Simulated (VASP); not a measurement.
A run of VASP 6.6.1 is set up as follows.

INCAR

```
  PREC = Accurate
  ENCUT = 520
  EDIFF = 1E-7
  ISMEAR = 1
  SIGMA = 0.6
  LREAL = F
  LASPH = T
  NELM = 150
  ALGO = Normal
  ISIF = 2
  LWAVE = F
  LCHARG = F
  ISPIN = 2
  MAGMOM = 1.988
  LORBIT = 11
  LMAXMIX = 4
  GGA = CA
  NBANDS = 14
```

File KPOINTS:

```
regular mesh
0
Gamma
  16 16 16
```

Contents of POSCAR:

```
Fe
1.0
   -1.3745984210      1.3745984210      1.3745984210
    1.3745984210     -1.3745984210      1.3745984210
    1.3745984210      1.3745984210     -1.3745984210
Fe
1
Direct
    0.0000000000      0.0000000000      0.0000000000
```

Potentials or basis: VASP PAW LDA potentials, release 64 (Fe).

Launch:

```bash
$ cat potpaw_LDA.64/Fe/POTCAR > POTCAR
$ mpirun -np 1 vasp_std > vasp.out
```

Task: Predict the band gap on the k mesh.

Result: Zero (filled and empty bands overlap).

Task: Estimate the site moments.

Result: Fe +1.95 μB.
